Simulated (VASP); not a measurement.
Input of a VASP 6.6.1 run:

INCAR

```
SYSTEM = BeTe
  PREC = Accurate
  ENCUT = 600
  EDIFF = 1E-6
  ISMEAR = -1
  SIGMA = 0.02
  LREAL = .False.
  LASPH = .True.
  NELM = 120
  ALGO = Normal
  ISIF = 2
  LWAVE = .False.
  LCHARG = .False.
  GGA = PE
  NBANDS = 11
  GGA_COMPAT = .False.
```

File KPOINTS:

```
Automatic mesh
0
Gamma
  8 8 8
  0 0 0
```

The input POSCAR:

```
BeTe
1.0
    0.0000000000      2.8286236255      2.7154786804
    2.8286236255      0.0000000000      2.7154786804
    2.8286236255      2.8286236255      0.0000000000
Be Te
1 1
Direct
    0.0000000000      0.0000000000      0.0000000000
    0.2500000000      0.2500000000      0.2500000000
```

Potentials or basis: VASP PAW PBE potentials, release 64 (Be, Te).

The run is started by

```bash
$ cat potpaw_PBE.64/Be/POTCAR potpaw_PBE.64/Te/POTCAR > POTCAR
$ mpirun -np 1 vasp_std > vasp.out
```

Task: Estimate the band gap on the k mesh.

Result: 1.58 eV, indirect (least direct gap 3.40 eV).

Task: What does it give for the pressure?

Result: 2.9 GPa.

Stress tensor (GPa, compression positive):
```
2.11 0.00 0.00
0.00 2.11 0.00
0.00 0.00 4.43
```

Caveat: the cell differs from its parent crystal (uniaxial z strain -4.0%); spin-orbit coupling is left out, which moves the levels of the heavy elements. A k mesh can miss the band edges.
